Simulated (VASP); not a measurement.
Si2Ni, 3 atoms in the cell. It takes space group I4/mmm (No. 139, tetragonal). Conventional cell: a = 3.823 Å, b = 3.823 Å, c = 5.460 Å, α = 90.00°, β = 90.00°, γ = 90.00°. Within 3.1 Å of Si (site symmetry -4m2) lie 4 Ni at 2.35 Å and 6 Si at 2.70 to 2.73 Å. Within 3.1 Å of Ni (site symmetry 4/mmm) lie 8 Si at 2.35 Å.  This cell differs from its parent crystal: z stretched by +1 %, then relaxed in part.

```yaml
Program: VASP 6.6.1
Task: single point
Functional: PBE
Potentials_or_basis: VASP PAW PBE potentials, release 64 (Si, Ni)
Cutoff: 520 eV
k_mesh: 15 × 15 × 15
Occupations: fermi-dirac, width 0.05 eV
Spin: collinear spin, ferromagnetic start
Starting_moments: "[0.0, 0.0, 1.5] μB"
Dipole_correction: no
Further_INCAR_settings: ALGO = Normal; EDIFF = 1e-07; NBANDS = 20
```

Potentials or basis: VASP PAW PBE potentials, release 64 (Si, Ni).

Launch:

```console
$ cat potpaw_PBE.64/Si/POTCAR potpaw_PBE.64/Ni/POTCAR > POTCAR
$ mpirun -np 1 vasp_std > vasp.out
```

Hardware: 1 thread of Intel(R) Xeon(R) Platinum 8488C (Sapphire Rapids), with other jobs on the host.

Task: Estimate the wall time of this run.

Result: Wall time 9.6 min on 1 thread of Intel(R) Xeon(R) Platinum 8488C (Sapphire Rapids), on a shared host, peak memory 0.43 GiB. Counts: scf iterations 16, k points 288.
